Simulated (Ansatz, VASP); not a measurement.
## TiAl: VASP beside Ansatz

Contents of INCAR:

```
PREC = Accurate
ENCUT = 600
EDIFF = 1E-6
ISMEAR = -1
SIGMA = 0.05
LREAL = F
LASPH = T
NELM = 80
ALGO = Normal
ISIF = 3
LWAVE = F
LCHARG = F
GGA = PS
IBRION = 2
NSW = 60
EDIFFG = -0.01
```

Contents of KPOINTS:

```
regular mesh
0
Gamma
  8 8 8
```

Contents of POSCAR:

```
TiAl
1.0
    3.1790640000      0.0000000000      0.0000000000
    0.0000000000      3.1790640000      0.0000000000
    0.0000000000      0.0000000000      3.1790640000
Ti Al
1 1
Direct
    0.0000000000      0.0000000000      0.0000000000
    0.5000000000      0.5000000000      0.5000000000
```

The input input.yaml:

```yaml
crystal:
  lattice:
    - [3.179064, 0.0, 0.0]
    - [0.0, 3.179064, 0.0]
    - [0.0, 0.0, 3.179064]
  atoms:
    - { symbol: Ti, position: [0.0, 0.0, 0.0] }
    - { symbol: Al, position: [0.5, 0.5, 0.5] }
hamiltonian:
  xc: pbesol
  pseudopotentials: { kind: paw }
kpoints:
  mp_grid: { grid: [8, 8, 8] }
scf:
  occupations: { method: fermi_dirac, width: 0.05 }
output:
  forces: true
  stress: true
  eigenvalues: true
relax:
  f_tol: 0.01
  max_steps: 40
  cell: { stress_tol: 0.05 }
```

Alike in both runs: task relaxation of cell and atoms; functional PBEsol; k mesh 8 × 8 × 8; occupations fermi-dirac, width 0.05 eV; no spin polarisation.

|  | VASP | Ansatz |
| --- | --- | --- |
| version | VASP 6.6.1 | Ansatz 0.2.0 |
| potentials or method | VASP PAW PBE potentials, release 64 (Ti_sv, Al) | Ansatz PAW |
| plane-wave cutoff (eV) | 600 | 420 |
| valence electrons in the cell | 15 | 15 |

Ansatz gave:

```
gap on the k mesh at the Fermi level, each at its own relaxed structure (eV) : none
relaxed volume (Å³/atom)                                                     : 15.74
relaxed cell length with the largest relative difference (Å)                 : 3.157
```

Question: What did VASP give for the same quantities?

Answer: gap on the k mesh at the Fermi level, each at its own relaxed structure (eV): none; relaxed volume (Å³/atom): 15.74; relaxed cell length with the largest relative difference (Å): 3.158.

VASP's potentials were made for PBE, not for PBEsol. A gap of «none» marks a metal or a gap that the smearing closes.

Noted on Ansatz's run: the plane-wave basis is chosen anew once the cell has moved, so the energies of steps on either side of that aren't comparable.
